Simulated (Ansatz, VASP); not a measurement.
Ru: VASP beside Ansatz

Contents of INCAR:

```
SYSTEM = Ru
  PREC = Accurate
  ENCUT = 600
  EDIFF = 1E-6
  ISMEAR = 0
  SIGMA = 0.1
  LREAL = .False.
  LASPH = .True.
  NELM = 60
  ALGO = Normal
  ISIF = 3
  LWAVE = .False.
  LCHARG = .False.
  GGA = PS
  IBRION = 2
  NSW = 80
  EDIFFG = -0.05
```

The input KPOINTS:

```
Automatic mesh
0
Gamma
  8 8 8
  0 0 0
```

POSCAR

```
Ru
1.0
    0.0000000000      1.9261309566      1.9261309566
    1.9261309566      0.0000000000      1.9261309566
    1.9261309566      1.9261309566      0.0000000000
Ru
1
Direct
    0.0000000000      0.0000000000      0.0000000000
```

Input for Ansatz:

```yaml
crystal:
  lattice:
    - [0.0, 1.9261309566, 1.9261309566]
    - [1.9261309566, 0.0, 1.9261309566]
    - [1.9261309566, 1.9261309566, 0.0]
  atoms:
    - { symbol: Ru, position: [0.0, 0.0, 0.0] }
basis:
  ecutwfc: 420
kpoints:
  mp_grid: { grid: [8, 8, 8] }
hamiltonian:
  xc: pbesol
scf:
  occupations: { method: gaussian, width: 0.1 }
output:
  forces: true
  stress: true
  eigenvalues: true
relax:
  adjacent_minimum: "off"
  f_tol: 0.05
  max_steps: 60
  cell: { stress_tol: 0.5 }
```

Alike in both runs: task relaxation of cell and atoms; functional PBEsol; k mesh 8 × 8 × 8; occupations gaussian, width 0.1 eV; no spin polarisation.

|  | VASP | Ansatz |
| --- | --- | --- |
| version | VASP 6.6.1 | Ansatz 0.2.0 |
| potentials or method | VASP PAW PBE potentials, release 64 (Ru_pv), cutoff 600 eV | scalar-relativistic, plane waves, PAW |
| valence electrons in the cell | 14 | 16 |

|  | VASP | Ansatz | Ansatz less VASP |
| --- | --- | --- | --- |
| gap on the k mesh at the Fermi level, each at its own relaxed structure (eV) | none | none | - |
| relaxed volume (Å³/atom) | 13.35 | 13.34 | -0.015 |
| relaxed cell length with the largest relative difference (Å) | 2.663 | 2.662 | -0.0010 |

VASP's potentials were made for PBE, not for PBEsol. A gap of «none» marks a metal or a gap that the smearing closes. VASP's potentials hold 14 valence electrons a cell and Ansatz's 16, so a difference there can come from the potentials and not from the codes.
